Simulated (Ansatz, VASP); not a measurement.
One calculation of Ta4Ga, two programs

```
CELL_PARAMETERS angstrom
3.90846 0.00000 0.00000
-1.95423 3.38482 0.00000
0.00000 0.00000 7.00179
ATOMIC_POSITIONS crystal
Ta 0.33333 0.66667 0.50000
Ta 0.00000 0.00000 0.28523
Ta 0.00000 0.00000 0.71477
Ta 0.66667 0.33333 0.50000
Ga 0.00000 0.00000 0.00000
```

Alike in both runs: task single point; functional PBE; k mesh 6 × 6 × 4; occupations gaussian, width 0.1 eV; no spin polarisation.

|  | VASP | Ansatz |
| --- | --- | --- |
| version | VASP 6.6.1 | Ansatz 0.2.0 |
| potentials or method | VASP PAW PBE potentials, release 64 (Ta_pv, Ga_d), cutoff 520 eV | scalar-relativistic, plane waves, PAW |
| valence electrons in the cell | 57 | 65 |

```csv
,VASP,Ansatz,Ansatz less VASP
gap on the k mesh at the Fermi level (eV),none,none,-
rms of the force components (eV/Å),2.738,2.745,+0.0071
```

Atom by atom the forces differ by 0.007 eV/Å (rms over components). A gap of «none» marks a metal or a gap that the smearing closes. VASP's potentials hold 57 valence electrons a cell and Ansatz's 65, so a difference there can come from the potentials and not from the codes.

Neither program's run includes spin-orbit coupling.
